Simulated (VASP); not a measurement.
# Zn (Fm-3m) in VASP: a series of runs

The runs below take Zn through single point, with r2SCAN.

Program: VASP 6.6.1. These are calculated values, not measurements. Logs are shortened: lines on timing, memory, paths and dates and some standing lists are left out, and cuts for length are marked.

## 1. The cell of the first run

It takes space group Fm-3m (No. 225, cubic). Conventional cell: a = 4.032 Å, b = 4.032 Å, c = 4.032 Å, α = 90.00°, β = 90.00°, γ = 90.00°. Zn (site symmetry m-3m) has 12 Zn at 2.85 Å within 3.8 Å.

## 2. Single point, r2SCAN

The input, POSCAR:

```
Zn
1.0
    0.0000000000      2.0158318204      2.0158318204
    2.0158318204      0.0000000000      2.0158318204
    2.0158318204      2.0158318204      0.0000000000
Zn
1
Direct
    0.0000000000      0.0000000000      0.0000000000
```

The input, INCAR.step1:

```
PREC = Accurate
ENCUT = 520
ISMEAR = 1
SIGMA = 0.1
LREAL = False
LASPH = True
NELM = 80
NBANDS = 12
GGA = PE
ALGO = Normal
EDIFF = 1E-4
LWAVE = True
LCHARG = False
```

The input, INCAR.step2:

```
PREC = Accurate
ENCUT = 520
EDIFF = 1E-7
ISMEAR = 1
SIGMA = 0.1
LREAL = False
LASPH = True
NELM = 80
ALGO = Normal
ISIF = 2
LWAVE = False
LCHARG = False
METAGGA = R2SCAN
LMIXTAU = True
NBANDS = 12
ISTART = 1
```

The input, KPOINTS:

```
regular mesh
0
Gamma
  10 10 10
```

Potentials or basis: VASP PAW PBE potentials, release 64 (Zn).

Run with:

```sh
> cat potpaw_PBE.64/Zn/POTCAR > POTCAR
> cp INCAR.step1 INCAR
> mpirun -np 1 vasp_std > vasp.out
> cp INCAR.step2 INCAR
> mpirun -np 1 vasp_std > vasp.out
```

OUTCAR:

```text
PREC = Accurate
   ENCUT = 520
   EDIFF = 1E-7
   ISMEAR = 1
   LREAL = False
   LASPH = True
   NELM = 80
   ISIF = 2
   METAGGA = R2SCAN
   ISTART = 1

 ion  position               nearest neighbor table
   1  0.000  0.000  0.000-

  LATTYP: Found a face centered cubic cell.
 ALAT       =     4.0316636408

  Lattice vectors:

 A1 = (   0.0000000000,   2.0158318204,   2.0158318204)
 A2 = (   2.0158318204,   0.0000000000,   2.0158318204)
 A3 = (   2.0158318204,   2.0158318204,   0.0000000000)

Analysis of symmetry for initial positions (statically):
=====================================================================
 Subroutine PRICEL returns:
 Original cell was already a primitive cell.

 Routine SETGRP: Setting up the symmetry group for a
 face centered cubic supercell.

 Subroutine GETGRP returns: Found 48 space group operations
 (whereof 48 operations were pure point group operations)
 out of a pool of 48 trial point group operations.

The static configuration has the point symmetry O_h .

Analysis of symmetry for dynamics (positions and initial velocities):
=====================================================================
 Subroutine PRICEL returns:
 Original cell was already a primitive cell.

 Routine SETGRP: Setting up the symmetry group for a
 face centered cubic supercell.

 Subroutine GETGRP returns: Found 48 space group operations
 (whereof 48 operations were pure point group operations)
 out of a pool of 48 trial point group operations.

The dynamic configuration has the point symmetry O_h .

 Subroutine INISYM returns: Found 48 space group operations
 (whereof 48 operations are pure point group operations),
 and found     1 'primitive' translations

----------------------------------------------------------------------------------------

                                     Primitive cell

  volume of cell :      16.3830

  direct lattice vectors                    reciprocal lattice vectors
     0.000000000  2.015831820  2.015831820    -0.248036565  0.248036565  0.248036565
     2.015831820  0.000000000  2.015831820     0.248036565 -0.248036565  0.248036565
     2.015831820  2.015831820  0.000000000     0.248036565  0.248036565 -0.248036565

  length of vectors
     2.850816700  2.850816700  2.850816700     0.429611932  0.429611932  0.429611932

  position of ions in fractional coordinates (direct lattice)
     0.000000000  0.000000000  0.000000000

  ion indices of the primitive-cell ions
   primitive index   ion index
                 1           1

[... 82 lines left out ...]
   NELECT =      12.0000    total number of electrons
   NUPDOWN=      -1.0000    fix difference up-down
   EMIN   =  10.00;   EMAX   =-10.00  energy-range for DOS
   EFERMI =   0.00;   METHOD = LEGACY
   ISMEAR =     1;   SIGMA  =   0.10  broadening in eV -4-tet -1-fermi 0-gaus
   EFERMI_NEDOS =   21; number of points for ismear=-14 and -15
   IALGO  =     38    algorithm
   IMIX   =      4    mixing-type and parameters
     AMIX     =   0.40;   BMIX     =  1.00
     AMIX_MAG =   1.60;   BMIX_MAG =  1.00
  volume/ion in A,a.u.               =      16.38       110.56
  Fermi-wavevector in a.u.,A,eV,Ry     =   1.475721  2.788709 29.630125  2.177753
  Thomas-Fermi vector in A             =   2.590336
   LORBIT       =      0    0 simple, 1 ext, 2 COOP (PROOUT), +10 PAW based schemes
   METAGGA = R2SCAN    functional components
   LHFCALC =     F    Hartree Fock is set to
   AEXX    =    0.0000 exact exchange contribution
   IVDW    =     0    specifies the selected vdW correction
   LEPSILON=     F    determine dielectric tensor
   LRPA    =     F    only Hartree local field effects (RPA)
 non-spin polarized calculation
 Methfessel and Paxton  Order N= 1 SIGMA  =   0.10
  energy-cutoff  :      520.00
  volume of cell :       16.38
 maximum number of plane-waves:       459
 NGX is ok and might be reduce to    24
   NGX = 11   NGY = 11   NGZ = 11

 number of electron      11.9999991 magnetization

 Free energy of the ion-electron system (eV)
  ---------------------------------------------------
  ext. energy  EPLUGINS =         0.00000000
  ---------------------------------------------------
  free energy    TOTEN  =        -8.80679025 eV

  energy without entropy =       -8.80653988  energy(sigma->0) =       -8.80670679

 E-fermi :   2.6289     XC(G=0): -12.2136

 val. band max:        2.6252192313   @ k =  -0.4000   0.4000   0.0000
 cond. band min:       2.7258921500   @ k =  -0.4000   0.3000   0.0000
 fundamental gap:      0.1006729187
 Fermi energy:         2.6289389482

 k-point     1 :       0.0000    0.0000    0.0000
  band No.  band energies     occupation
      1      -7.7814      2.00000
      2      -5.3226      2.00000
      3      -5.3226      2.00000
      4      -5.3226      2.00000
      5      -4.9905      2.00000
      6      -4.9905      2.00000
      7      20.6880      0.00000
      8      20.6881      0.00000
      9      20.6881      0.00000
     10      21.5552      0.00000
     11      23.3042      0.00000
     12      23.3043      0.00000
[... 331 lines left out ...]
 k-point    24 :       0.4000    0.3000    0.0000
  band No.  band energies     occupation
      1      -5.7638      2.00000
      2      -5.7073      2.00000
      3      -4.9214      2.00000
      4      -4.9078      2.00000
      5      -4.7533      2.00000
      6      -2.2463      2.00000
      7       9.5424      0.00000
      8      10.1679      0.00000
      9      12.3034      0.00000
     10      15.6453      0.00000
     11      18.3605      0.00000
     12      32.7884      0.00000

 [... further k-points ...]

------------------------ aborting loop because EDIFF is reached ----------------------------------------

  FORCE on cell =-STRESS in cart. coord.  units (eV):
  Direction    XX          YY          ZZ          XY          YZ          ZX
  --------------------------------------------------------------------------------------
  -------------------------------------------------------------------------------------
  Total       -0.8472671     -0.8472671     -0.8472671      0.0000000      0.0000000      0.0000000
  in kB      -82.8586826    -82.8586826    -82.8586826      0.0000000      0.0000000      0.0000000
  external PRESSURE =     -82.8586826 kB  Pullay stress =       0.0000000 kB

 VOLUME and BASIS-vectors are now :
 -----------------------------------------------------------------------------
  energy-cutoff  :      520.00
  volume of cell :       16.38
      direct lattice vectors                 reciprocal lattice vectors
     0.000000000  2.015831820  2.015831820    -0.248036565  0.248036565  0.248036565
     2.015831820  0.000000000  2.015831820     0.248036565 -0.248036565  0.248036565
     2.015831820  2.015831820  0.000000000     0.248036565  0.248036565 -0.248036565

 POSITION                                       TOTAL-FORCE (eV/Angst)
 -----------------------------------------------------------------------------------
      0.00000      0.00000      0.00000         0.000000     -0.000000      0.000000
 -----------------------------------------------------------------------------------
    total drift:                                0.000000     -0.000000     -0.000000

  FREE ENERGIE OF THE ION-ELECTRON SYSTEM (eV)
  ---------------------------------------------------
  free  energy   TOTEN  =        -8.8067902494 eV

  energy  without entropy=       -8.8065398819  energy(sigma->0) =       -8.80670679
```

OUTCAR.step1:

```text
PREC = Accurate
   ENCUT = 520
   ISMEAR = 1
   LREAL = False
   LASPH = True
   NELM = 80
[... 575 lines left out ...]

 POSITION                                       TOTAL-FORCE (eV/Angst)
 -----------------------------------------------------------------------------------
      0.00000      0.00000      0.00000         0.000000     -0.000000     -0.000000
 -----------------------------------------------------------------------------------
    total drift:                               -0.000000     -0.000000     -0.000000

  FREE ENERGIE OF THE ION-ELECTRON SYSTEM (eV)
  ---------------------------------------------------
  free  energy   TOTEN  =        -1.0664254112 eV

  energy  without entropy=       -1.0662999772  energy(sigma->0) =       -1.06638360
```

OSZICAR.step1:

```text
N       E                     dE             d eps       ncg     rms          rms(c)
DAV:   1     0.411524616230E+02    0.41152E+02   -0.64956E+03  1168   0.150E+03
DAV:   2     0.125395179517E+00   -0.41027E+02   -0.38622E+02  1156   0.209E+02
DAV:   3    -0.114300488198E+01   -0.12684E+01   -0.12667E+01  1296   0.357E+01
DAV:   4    -0.114638965545E+01   -0.33848E-02   -0.33846E-02  1296   0.180E+00
DAV:   5    -0.114639267328E+01   -0.30178E-05   -0.30179E-05  1024   0.527E-02    0.233E+00
DAV:   6    -0.107137553535E+01    0.75017E-01   -0.40285E-01  1344   0.126E+01    0.186E+00
DAV:   7    -0.106795365978E+01    0.34219E-02   -0.77404E-03  1224   0.169E+00    0.934E-01
DAV:   8    -0.106641389330E+01    0.15398E-02   -0.11056E-03  1344   0.460E-01    0.400E-02
DAV:   9    -0.106642541120E+01   -0.11518E-04   -0.66612E-05   864   0.106E-01
   1 F= -.10664254E+01 E0= -.10663836E+01  d E =-.125434E-03
```

It took 2.6 min on 1 thread of AMD EPYC 7R13, shared host; peak memory 0.11 GiB.

What came out:

```
Free energy            : -8.8068 eV
Pressure               : -8.3 GPa
Band gap on the k mesh : zero (band 6 reaches 3.63 eV, above the bottom of band 7 at 0.95 eV)
```

Levels at points of the mesh, in eV from the Fermi level:
```csv
k point,band 2,band 3,band 4,band 5,band 6,band 7,band 8,band 9,band 10,band 11
"(0.00, 0.00, 0.00)",-7.95,-7.95,-7.95,-7.62,-7.62,18.06,18.06,18.06,18.93,20.68
"(0.50, 0.00, 0.00)",-7.96,-7.96,-7.37,-7.37,-2.95,-1.68,15.05,15.05,17.64,18.67
"(0.50, 0.50, 0.00)",-8.50,-7.38,-7.30,-7.30,-1.11,1.47,8.34,8.34,11.67,13.01
```

Caveat: the PAW data sets were made with another functional, which shifts forces and pressure a little.

## 3. Single point, r2SCAN

This run uses another cell than the first one, of 16.99 Å³/atom, 1.037 times its volume.

The input, POSCAR:

```
Zn
1.0
    0.0000000000      2.0404175583      2.0404175583
    2.0404175583      0.0000000000      2.0404175583
    2.0404175583      2.0404175583      0.0000000000
Zn
1
Direct
    0.0000000000      0.0000000000      0.0000000000
```

The input, INCAR.step1:

```
SYSTEM = Zn
PREC = Accurate ; ENCUT = 520
ISMEAR = 1 ; SIGMA = 0.1
LREAL = .FALSE. ; LASPH = .TRUE.
NELM = 80 ; NBANDS = 12
GGA = PE ; ALGO = Normal
EDIFF = 1E-4 ; LWAVE = .TRUE.
LCHARG = .FALSE.
```

The input, INCAR.step2:

```
SYSTEM = Zn
PREC = Accurate ; ENCUT = 520
EDIFF = 1E-6 ; ISMEAR = 1
SIGMA = 0.1 ; LREAL = .FALSE.
LASPH = .TRUE. ; NELM = 80
ALGO = Normal ; ISIF = 2
LWAVE = .FALSE. ; LCHARG = .FALSE.
METAGGA = R2SCAN ; LMIXTAU = .TRUE.
NBANDS = 12 ; ISTART = 1
```

The input, KPOINTS:

```
Automatic mesh
0
G
  10 10 10
  0 0 0
```

Potentials or basis: VASP PAW PBE potentials, release 64 (Zn).

Run with:

```sh
> cat potpaw_PBE.64/Zn/POTCAR > POTCAR
> cp INCAR.step1 INCAR
> mpirun -np 1 vasp_std > vasp.out
> cp INCAR.step2 INCAR
> mpirun -np 1 vasp_std > vasp.out
```

OUTCAR:

```text
SYSTEM = Zn
   PREC = Accurate
   ENCUT = 520
   EDIFF = 1E-6
   ISMEAR = 1
   LREAL = .FALSE.
   LASPH = .TRUE.
   NELM = 80
   ISIF = 2
   METAGGA = R2SCAN
   ISTART = 1

 ion  position               nearest neighbor table
   1  0.000  0.000  0.000-

  LATTYP: Found a face centered cubic cell.
 ALAT       =     4.0808351166

  Lattice vectors:

 A1 = (   0.0000000000,   2.0404175583,   2.0404175583)
 A2 = (   2.0404175583,   0.0000000000,   2.0404175583)
 A3 = (   2.0404175583,   2.0404175583,   0.0000000000)

Analysis of symmetry for initial positions (statically):
=====================================================================
 Subroutine PRICEL returns:
 Original cell was already a primitive cell.

 Routine SETGRP: Setting up the symmetry group for a
 face centered cubic supercell.

 Subroutine GETGRP returns: Found 48 space group operations
 (whereof 48 operations were pure point group operations)
 out of a pool of 48 trial point group operations.

The static configuration has the point symmetry O_h .

Analysis of symmetry for dynamics (positions and initial velocities):
=====================================================================
[... 161 lines left out ...]
 fundamental gap:      0.0447371233
 Fermi energy:         2.4117300229

 k-point     1 :       0.0000    0.0000    0.0000
  band No.  band energies     occupation
      1      -7.7305      2.00000
      2      -5.4708      2.00000
      3      -5.4708      2.00000
      4      -5.4708      2.00000
      5      -5.1619      2.00000
      6      -5.1619      2.00000
      7      19.9484      0.00000
      8      19.9486      0.00000
      9      19.9486      0.00000
     10      21.0543      0.00000
     11      22.6347      0.00000
     12      22.6347      0.00000
[... 331 lines left out ...]
 k-point    24 :       0.4000    0.3000    0.0000
  band No.  band energies     occupation
      1      -5.8728      2.00000
      2      -5.8223      2.00000
      3      -5.0921      2.00000
      4      -5.0831      2.00000
      5      -4.9392      2.00000
      6      -2.3641      2.00000
      7       9.0967      0.00000
      8       9.7748      0.00000
      9      11.8431      0.00000
     10      15.1429      0.00000
     11      17.7561      0.00000
     12      31.8814      0.00000

 [... further k-points ...]
[... 5 lines left out ...]
  --------------------------------------------------------------------------------------
  -------------------------------------------------------------------------------------
  Total       -0.9884634     -0.9884634     -0.9884634      0.0000000      0.0000000     -0.0000000
  in kB      -93.2146181    -93.2146181    -93.2146181      0.0000000      0.0000000     -0.0000000
  external PRESSURE =     -93.2146181 kB  Pullay stress =       0.0000000 kB

 VOLUME and BASIS-vectors are now :
 -----------------------------------------------------------------------------
  energy-cutoff  :      520.00
  volume of cell :       16.99
      direct lattice vectors                 reciprocal lattice vectors
     0.000000000  2.040417558  2.040417558    -0.245047881  0.245047881  0.245047881
     2.040417558  0.000000000  2.040417558     0.245047881 -0.245047881  0.245047881
     2.040417558  2.040417558  0.000000000     0.245047881  0.245047881 -0.245047881

 POSITION                                       TOTAL-FORCE (eV/Angst)
 -----------------------------------------------------------------------------------
      0.00000      0.00000      0.00000         0.000000      0.000000     -0.000000
 -----------------------------------------------------------------------------------
    total drift:                               -0.000000      0.000000      0.000000

  FREE ENERGIE OF THE ION-ELECTRON SYSTEM (eV)
  ---------------------------------------------------
  free  energy   TOTEN  =        -8.7728719820 eV

  energy  without entropy=       -8.7726080367  energy(sigma->0) =       -8.77278400
```

Wall time 2.2 min (1 thread of AMD EPYC 7R13, shared host); peak memory 0.11 GiB.

What came out:

| Item | Value |
| --- | --- |
| Free energy | -8.7729 eV |
| Pressure | -9.3 GPa |
| Band gap on the k mesh | zero (band 6 reaches 3.40 eV, above the bottom of band 7 at 0.66 eV) |

Caveat: the PAW data sets were made with another functional, which shifts forces and pressure a little.
